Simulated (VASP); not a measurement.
# Sb in VASP: notebook, part 2 of 2

VASP 6.6.1. The steps go on from the part before.

### Step 5. Electric field gradients, PBE (equal xy, yz and zx shear strains of -2 %)

INCAR reads:

```
PREC = Accurate
ENCUT = 520
EDIFF = 1E-8
ISMEAR = -1
SIGMA = 0.05
LREAL = F
LASPH = T
NELM = 80
ALGO = Normal
ISIF = 2
LWAVE = F
LCHARG = F
GGA = PE
LEFG = T
NBANDS = 8
```

KPOINTS reads:

```
regular mesh
0
Gamma
  19 19 19
```

POSCAR reads:

```
Sb
1.0
   -1.5448500000      1.4952500000      2.4800000000
    1.4952500000     -1.5448500000      2.4800000000
    1.5147500000      1.5147500000     -2.5101000000
Sb
1
Direct
    0.0000000000      0.0000000000      0.0000000000
```

Potentials or basis: VASP PAW PBE potentials, release 64 (Sb).

Launch:

```console
$ cat potpaw_PBE.64/Sb/POTCAR > POTCAR
$ mpirun -np 1 vasp_std > vasp.out
```

OUTCAR:

```text
PREC = Accurate
   ENCUT = 520
   EDIFF = 1E-8
   ISMEAR = -1
   LREAL = F
   LASPH = T
   NELM = 80
   ISIF = 2
   GGA = PE

 ion  position               nearest neighbor table
   1  0.000  0.000  0.000-

  Warning from LATTYP: Got some problem with cell dimensions!
  Tried to take original basis but could not verify dimensions!
  LATTYP: Found a base centered monoclinic cell.
 ALAT       =     4.2146449506
 B/A-ratio  =     1.0200979445
 C/A-ratio  =     0.7613061395
 COS(beta)  =    -0.6347965282

  Lattice vectors:

 A1 = (  -3.0100000000,   0.0301000000,   0.0301000000)
 A2 = (   0.0301000000,  -3.0100000000,   0.0301000000)
 A3 = (   1.4651500000,   1.4651500000,   2.4499000000)

Analysis of symmetry for initial positions (statically):
=====================================================================
 Subroutine PRICEL returns:
 Original cell was already a primitive cell.

 Routine SETGRP: Setting up the symmetry group for a
 base centered monoclinic supercell.

 Subroutine GETGRP returns: Found  4 space group operations
 (whereof  4 operations were pure point group operations)
 out of a pool of  4 trial point group operations.

The static configuration has the point symmetry C_2h.

Analysis of symmetry for dynamics (positions and initial velocities):
=====================================================================
 Subroutine PRICEL returns:
 Original cell was already a primitive cell.

 Routine SETGRP: Setting up the symmetry group for a
 base centered monoclinic supercell.

 Subroutine GETGRP returns: Found  4 space group operations
 (whereof  4 operations were pure point group operations)
 out of a pool of  4 trial point group operations.

The dynamic configuration has the point symmetry C_2h.

 Subroutine INISYM returns: Found  4 space group operations
 (whereof  4 operations are pure point group operations),
 and found     1 'primitive' translations

----------------------------------------------------------------------------------------

                                     Primitive cell

  volume of cell :      22.4623

  direct lattice vectors                    reciprocal lattice vectors
    -1.544850000  1.495250000  2.480000000     0.005393401  0.334329949  0.205010137
     1.495250000 -1.544850000  2.480000000     0.334329949  0.005393401  0.205010137
     1.514750000  1.514750000 -2.510100000     0.335649539  0.335649539  0.006712991

  length of vectors
     3.282184347  3.282184347  3.299929868     0.392217745  0.392217745  0.474727596

  position of ions in fractional coordinates (direct lattice)
     0.000000000  0.000000000  0.000000000

  ion indices of the primitive-cell ions
   primitive index   ion index
                 1           1

----------------------------------------------------------------------------------------

 KPOINTS: regular mesh

Automatic generation of k-mesh.
 Grid dimensions read from file:
 generate k-points for:   19   19   19

 Generating k-lattice:

[... 64 lines left out ...]
   NSW    =      0    number of steps for IOM
   IBRION =     -1    ionic relax: 0-MD 1-quasi-New 2-CG
   NFREE  =      0    steps in history (QN), initial steepest desc. (CG)
   ISIF   =      2    stress and relaxation
   ISYM   =      2    0-nonsym 1-usesym 2-fastsym
   POTIM  = 0.5000    time-step for ionic-motion
   TEBEG  =    0.0;   TEEND  =   0.0 temperature during run
   PSTRESS=    0.0 pullay stress
   NELECT =       5.0000    total number of electrons
   NUPDOWN=      -1.0000    fix difference up-down
   EMIN   =  10.00;   EMAX   =-10.00  energy-range for DOS
   EFERMI =   0.00;   METHOD = LEGACY
   ISMEAR =    -1;   SIGMA  =   0.05  broadening in eV -4-tet -1-fermi 0-gaus
   EFERMI_NEDOS =   21; number of points for ismear=-14 and -15
   IALGO  =     38    algorithm
   IMIX   =      4    mixing-type and parameters
     AMIX     =   0.40;   BMIX     =  1.00
     AMIX_MAG =   1.60;   BMIX_MAG =  1.00
  volume/ion in A,a.u.               =      22.46       151.58
  Fermi-wavevector in a.u.,A,eV,Ry     =   0.992157  1.874905 13.393238  0.984375
  Thomas-Fermi vector in A             =   2.123949
   LORBIT       =      0    0 simple, 1 ext, 2 COOP (PROOUT), +10 PAW based schemes
   GGA     = PE    functional components
   LHFCALC =     F    Hartree Fock is set to
   AEXX    =    0.0000 exact exchange contribution
   IVDW    =     0    specifies the selected vdW correction
   LEPSILON=     F    determine dielectric tensor
   LRPA    =     F    only Hartree local field effects (RPA)
 non-spin polarized calculation
  energy-cutoff  :      520.00
  volume of cell :       22.46
 maximum number of plane-waves:       626
   NGX = 13   NGY = 13   NGZ = 13

 number of electron       5.0000000 magnetization

 Free energy of the ion-electron system (eV)
  ---------------------------------------------------
  ext. energy  EPLUGINS =         0.00000000
  ---------------------------------------------------
  free energy    TOTEN  =        -3.58639363 eV

  energy without entropy =       -3.58125330  energy(sigma->0) =       -3.58382347

 E-fermi :  11.1413     XC(G=0): -11.0398

 val. band max:       11.1410598138   @ k =  -0.3684  -0.4737   0.2105
 cond. band min:      11.1430990155   @ k =   0.0526   0.0526   0.4737
 fundamental gap:      0.0020392017
 Fermi energy:        11.1412897297

 k-point     1 :       0.0000    0.0000    0.0000
  band No.  band energies     occupation
      1      -3.4158      2.00000
      2      17.4402      0.00000
      3      17.8807      0.00000
      4      18.0282      0.00000
      5      21.1240      0.00000
      6      21.5926      0.00000
      7      22.1465      0.00000
      8      22.3944      0.00000
[... 243 lines left out ...]
 k-point    24 :      -0.2632    0.0526    0.0000
  band No.  band energies     occupation
      1      -1.8820      2.00000
      2      10.7195      1.99957
      3      14.7173      0.00000
      4      17.0276      0.00000
      5      19.3248      0.00000
      6      21.4661      0.00000
      7      22.7419      0.00000
      8      24.0671      0.00000

 [... further k-points ...]
[... 5 lines left out ...]
  --------------------------------------------------------------------------------------
  -------------------------------------------------------------------------------------
  Total        2.7828950      2.7828950      2.5616339     -0.0642466      0.0246639      0.0246638
  in kB      198.4969831    198.4969831    182.7149755     -4.5825534      1.7592113      1.7592108
  external PRESSURE =     193.2363139 kB  Pullay stress =       0.0000000 kB

 VOLUME and BASIS-vectors are now :
 -----------------------------------------------------------------------------
  energy-cutoff  :      520.00
  volume of cell :       22.46
      direct lattice vectors                 reciprocal lattice vectors
    -1.544850000  1.495250000  2.480000000     0.005393401  0.334329949  0.205010137
     1.495250000 -1.544850000  2.480000000     0.334329949  0.005393401  0.205010137
     1.514750000  1.514750000 -2.510100000     0.335649539  0.335649539  0.006712991

 POSITION                                       TOTAL-FORCE (eV/Angst)
 -----------------------------------------------------------------------------------
      0.00000      0.00000      0.00000        -0.000000      0.000000      0.000000
 -----------------------------------------------------------------------------------
    total drift:                                0.000000      0.000000     -0.000000

  FREE ENERGIE OF THE ION-ELECTRON SYSTEM (eV)
  ---------------------------------------------------
  free  energy   TOTEN  =        -3.5863936314 eV

  energy  without entropy=       -3.5812532992  energy(sigma->0) =       -3.58382347

 Electric field gradients (V/A^2)
---------------------------------------------------------------------
 ion       V_xx      V_yy      V_zz      V_xy      V_xz      V_yz
---------------------------------------------------------------------
   1     -16.094   -16.094    32.187    -1.441     6.454     6.454
---------------------------------------------------------------------

 Electric field gradients after diagonalization (V/A^2)
 (convention: |V_zz| > |V_xx| > |V_yy|)
----------------------------------------------------------------------
 ion       V_xx      V_yy      V_zz     asymmetry (V_yy - V_xx)/ V_zz
----------------------------------------------------------------------
   1     -19.158   -14.652    33.810       0.133
----------------------------------------------------------------------

           NMR quadrupolar parameters

 Cq : quadrupolar parameter    Cq=e*Q*V_zz/h
 eta: asymmetry parameters     (V_yy - V_xx)/ V_zz
 Q  : nuclear electric quadrupole moment in mb (millibarn)
----------------------------------------------------------------------
 ion       Cq(MHz)       eta       Q (mb)
----------------------------------------------------------------------
   1       0.082       0.133       1.000
----------------------------------------------------------------------
```

OSZICAR:

```text
N       E                     dE             d eps       ncg     rms          rms(c)
DAV:   1     0.560886362417E+01    0.56089E+01   -0.17385E+03 29496   0.418E+02
DAV:   2    -0.350509214475E+01   -0.91140E+01   -0.87729E+01 40704   0.549E+01
DAV:   3    -0.359305405091E+01   -0.87962E-01   -0.87662E-01 35440   0.608E+00
DAV:   4    -0.359328025997E+01   -0.22621E-03   -0.22620E-03 44704   0.364E-01
DAV:   5    -0.359328065785E+01   -0.39788E-06   -0.39719E-06 36936   0.964E-03    0.246E+00
DAV:   6    -0.358896590985E+01    0.43147E-02   -0.75053E-04 40808   0.156E-01    0.145E+00
DAV:   7    -0.358639750801E+01    0.25684E-02   -0.17844E-03 33456   0.237E-01    0.392E-02
DAV:   8    -0.358639374964E+01    0.37584E-05   -0.48344E-05 44080   0.504E-02    0.632E-03
DAV:   9    -0.358639396914E+01   -0.21950E-06   -0.73861E-07 38520   0.638E-03    0.272E-03
DAV:  10    -0.358639368868E+01    0.28046E-06   -0.68501E-08 40440   0.141E-03    0.317E-04
DAV:  11    -0.358639365347E+01    0.35204E-07   -0.26848E-09 28696   0.354E-04    0.106E-04
DAV:  12    -0.358639363381E+01    0.19660E-07   -0.21741E-10 17840   0.105E-04    0.199E-05
DAV:  13    -0.358639363143E+01    0.23820E-08   -0.23278E-11 16072   0.374E-05
   1 F= -.35863936E+01 E0= -.35838235E+01  d E =-.514033E-02
```

Wall time 90 s (1 thread of Intel Xeon 6975P-C (Granite Rapids), shared host); peak memory 0.42 GiB.

Results:

```
Free energy : -3.5864 eV
Pressure    : 19.3 GPa
```

Stress tensor (GPa, compression positive):
```
19.85 -0.46  0.18
-0.46 19.85  0.18
 0.18  0.18 18.27
```

Levels at points of the mesh, in eV from the Fermi level:
```
           k point  band 1  band 2  band 3  band 4  band 5  band 6
(0.00, 0.00, 0.00)  -14.56    6.30    6.74    6.89    9.98   10.45
```

Electric field gradients, principal values (V/Å²):
| atom | least | middle | greatest (by size) |
| --- | --- | --- | --- |
| 1 Sb | -14.652 | -19.158 | 33.810 |

Caveat: the cell differs from its parent crystal (equal xy, yz and zx shear strains of -2 %); without QUAD_EFG the Cq values of the log hold for a quadrupole moment of 1 mb, not for the nuclei; spin-orbit coupling is left out, which moves the levels of the heavy elements.

### Step 6. Electric field gradients, PBE (equal xy, yz and zx shear strains of -2 %)

INCAR reads:

```
SYSTEM = Sb
  ALGO = Normal
  EDIFF = 1E-8
  ENCUT = 520
  GGA = PE
  ISIF = 2
  ISMEAR = -1
  LASPH = .TRUE.
  LCHARG = .FALSE.
  LEFG = .TRUE.
  LREAL = .FALSE.
  LWAVE = .FALSE.
  NBANDS = 8
  NELM = 80
  PREC = Accurate
  SIGMA = 0.05
```

KPOINTS reads:

```
k-points
0
G
  19 19 19
  0 0 0
```

POSCAR is that of step 5.

Potentials or basis: VASP PAW PBE potentials, release 64 (Sb).

Launch:

```console
$ cat potpaw_PBE.64/Sb/POTCAR > POTCAR
$ mpirun -np 1 vasp_std > vasp.out
```

OUTCAR:

```text
SYSTEM = Sb
   EDIFF = 1E-8
   ENCUT = 520
   GGA = PE
   ISIF = 2
   ISMEAR = -1
   LASPH = .TRUE.
   LREAL = .FALSE.
   NELM = 80
   PREC = Accurate

 ion  position               nearest neighbor table
   1  0.000  0.000  0.000-

  Warning from LATTYP: Got some problem with cell dimensions!
  Tried to take original basis but could not verify dimensions!
  LATTYP: Found a base centered monoclinic cell.
 ALAT       =     4.2146449506
 B/A-ratio  =     1.0200979445
 C/A-ratio  =     0.7613061395
 COS(beta)  =    -0.6347965282

  Lattice vectors:

 A1 = (  -3.0100000000,   0.0301000000,   0.0301000000)
 A2 = (   0.0301000000,  -3.0100000000,   0.0301000000)
 A3 = (   1.4651500000,   1.4651500000,   2.4499000000)

Analysis of symmetry for initial positions (statically):
=====================================================================
[... 450 lines left out ...]
  external PRESSURE =     193.2363139 kB  Pullay stress =       0.0000000 kB

 VOLUME and BASIS-vectors are now :
 -----------------------------------------------------------------------------
  energy-cutoff  :      520.00
  volume of cell :       22.46
      direct lattice vectors                 reciprocal lattice vectors
    -1.544850000  1.495250000  2.480000000     0.005393401  0.334329949  0.205010137
     1.495250000 -1.544850000  2.480000000     0.334329949  0.005393401  0.205010137
     1.514750000  1.514750000 -2.510100000     0.335649539  0.335649539  0.006712991

 POSITION                                       TOTAL-FORCE (eV/Angst)
 -----------------------------------------------------------------------------------
      0.00000      0.00000      0.00000        -0.000000      0.000000      0.000000
 -----------------------------------------------------------------------------------
    total drift:                                0.000000      0.000000     -0.000000

  FREE ENERGIE OF THE ION-ELECTRON SYSTEM (eV)
  ---------------------------------------------------
  free  energy   TOTEN  =        -3.5863936314 eV

  energy  without entropy=       -3.5812532992  energy(sigma->0) =       -3.58382347

 Electric field gradients (V/A^2)
---------------------------------------------------------------------
 ion       V_xx      V_yy      V_zz      V_xy      V_xz      V_yz
---------------------------------------------------------------------
   1     -16.094   -16.094    32.187    -1.441     6.454     6.454
---------------------------------------------------------------------

 Electric field gradients after diagonalization (V/A^2)
 (convention: |V_zz| > |V_xx| > |V_yy|)
----------------------------------------------------------------------
 ion       V_xx      V_yy      V_zz     asymmetry (V_yy - V_xx)/ V_zz
----------------------------------------------------------------------
   1     -19.158   -14.652    33.810       0.133
----------------------------------------------------------------------

           NMR quadrupolar parameters

 Cq : quadrupolar parameter    Cq=e*Q*V_zz/h
 eta: asymmetry parameters     (V_yy - V_xx)/ V_zz
 Q  : nuclear electric quadrupole moment in mb (millibarn)
----------------------------------------------------------------------
 ion       Cq(MHz)       eta       Q (mb)
----------------------------------------------------------------------
   1       0.082       0.133       1.000
----------------------------------------------------------------------
```

It took 93 s on 1 thread of Intel Xeon 6975P-C (Granite Rapids), shared host; peak memory 0.42 GiB.

What came out:

```yaml
Free_energy: -3.5864 eV
Pressure: 19.3 GPa
```

Electric field gradients, principal values (V/Å²):
| atom | least | middle | greatest (by size) |
| --- | --- | --- | --- |
| 1 Sb | -14.652 | -19.158 | 33.810 |

Caveat: the cell differs from its parent crystal (equal xy, yz and zx shear strains of -2 %); without QUAD_EFG the Cq values of the log hold for a quadrupole moment of 1 mb, not for the nuclei; spin-orbit coupling is left out, which moves the levels of the heavy elements.

### Step 7. Summary

| cell | gap on the mesh (eV) | pressure (GPa) |
| --- | --- | --- |
| a = 3.290 Å, angles 125.2, 125.2, 81.3°, 1 atom | none | 16.6 |
| a = 3.332 Å, angles 125.2, 125.2, 81.3°, 1 atom | none | 12.0 |
| a = 3.248, b = 3.248, c = 3.220 Å, angles 124.5, 124.5, 80.4°, 1 atom | none | 19.4 |
| a = 3.282, b = 3.282, c = 3.300 Å, angles 125.6, 125.6, 81.8°, 1 atom | none | 19.3 |

Alike in all rows: task electric field gradients; level PBE; potentials or basis VASP PAW PBE potentials, release 64 (Sb); no spin polarisation; k mesh 19 × 19 × 19; cutoff (eV) 520; smearing fermi-dirac 0.05 eV.

Caveats: spin-orbit coupling is left out, which moves the levels of the heavy elements.

Absolute energies hang on the potentials; compare differences alone.
